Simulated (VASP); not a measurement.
**BaSnAu: single point with PBE**

The system is BaSnAu.

```
CELL_PARAMETERS angstrom
4.01616 0.00000 0.00000
0.00000 4.01616 0.00000
0.00000 0.00000 6.27501
ATOMIC_POSITIONS crystal
Ba 0.00000 0.00000 0.00000
Sn 0.50000 0.50000 0.50000
Au 0.00000 0.00000 0.50000
```

```
Program             : VASP 6.6.1
Task                : single point
Functional          : PBE
Potentials or basis : VASP PAW PBE potentials, release 64 (Ba_sv, Sn_d, Au)
Cutoff              : 520 eV
k mesh              : 4 × 4 × 4
Occupations         : gaussian, width 0.1 eV
Spin                : no spin polarisation
```

- Pressure: 0.5 GPa

Stress tensor (GPa, compression positive):
```
0.28 0.00 0.00
0.00 0.28 0.00
0.00 0.00 0.90
```

Levels at points of the mesh, in eV from the Fermi level:
| k point | band 15 | band 16 | band 17 | band 18 | band 19 | band 20 |
| --- | --- | --- | --- | --- | --- | --- |
| (0.00, 0.00, 0.00) | -4.71 | -1.69 | -1.23 | 0.37 | 0.59 | 0.59 |
| (0.50, 0.00, 0.00) | -4.69 | -4.21 | -0.49 | 0.35 | 2.33 | 2.43 |
| (0.50, 0.50, 0.00) | -2.89 | -2.72 | -2.72 | -2.44 | 0.01 | 0.36 |
| (0.00, 0.00, 0.50) | -4.37 | -3.28 | -0.01 | 0.24 | 0.24 | 0.31 |
| (0.50, 0.00, 0.50) | -4.51 | -3.81 | -0.43 | -0.25 | 0.85 | 1.35 |
| (0.50, 0.50, 0.50) | -3.04 | -3.04 | -2.26 | -2.16 | -1.59 | 1.09 |

It took 31 s on 1 thread of AMD EPYC 7R43 64-Core Processor (Zen 3) (shared host), peak memory 0.19 GiB.

Caveat: the k points lie up to 0.39 Å⁻¹ apart; spin-orbit coupling is left out, which moves the levels of the heavy elements.
